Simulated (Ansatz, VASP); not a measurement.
## Pt in VASP and in Ansatz

```
Pt
1.0
     2.70924    0.00000    0.00000
    -1.35462    2.34627    0.00000
     0.00000    0.00000    4.67027
Pt
2
Direct
  0.66667 0.33333 0.75000
  0.33333 0.66667 0.25000
```

Alike in both runs: functional LDA; k mesh 14 × 14 × 7; occupations methfessel-paxton of order 1, width 0.1 eV; no spin polarisation.

Ansatz relaxed the structure, and its values are those at the end. VASP's run is a single point on that final structure, the one shown.

|  | VASP | Ansatz |
| --- | --- | --- |
| version | VASP 6.6.1 | Ansatz 0.2.0 |
| potentials or method | VASP PAW LDA potentials, release 64 (Pt_sv_GW), cutoff 570 eV | plane waves, PAW |
| valence electrons in the cell | 36 | 36 |

```tsv
	VASP	Ansatz	Ansatz less VASP
pressure (GPa)	-0.4	0.0	+0.41
```

LDA's correlation is that of Perdew and Zunger in VASP and of Perdew and Wang (1992) in Ansatz.

Spin-orbit coupling is off throughout.
